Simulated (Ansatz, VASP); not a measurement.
## Two plane-wave programs on AgI

```xyz
2
Lattice="0.0000 3.2215 3.2215 3.2215 0.0000 3.2215 3.2215 3.2215 0.0000" Properties=species:S:1:pos:R:3 pbc="T T T"
Ag    0.0000    0.0000    0.0000
I     1.6107    1.6107    1.6107
```

Alike in both runs: task single point; functional r2SCAN; k mesh 6 × 6 × 6; no spin polarisation.

|  | VASP | Ansatz |
| --- | --- | --- |
| version | VASP 6.6.1 | Ansatz 0.2.0 |
| potentials or method | VASP PAW PBE potentials, release 64 (Ag, I) | plane waves, PAW |
| plane-wave cutoff (eV) | 550 | 500 |
| occupations | gaussian, width 0.01 eV | fixed |
| valence electrons in the cell | 18 | 36 |

```tsv
	VASP	Ansatz	Ansatz less VASP
gap on the k mesh at the Fermi level (eV)	1.79	1.82	+0.031
pressure (GPa)	2.0	2.1	+0.13
```

VASP's potentials were made for PBE, not for r2SCAN. VASP's potentials hold 18 valence electrons a cell and Ansatz's 36, so a difference there can come from the potentials and not from the codes.

Spin-orbit coupling is off throughout.
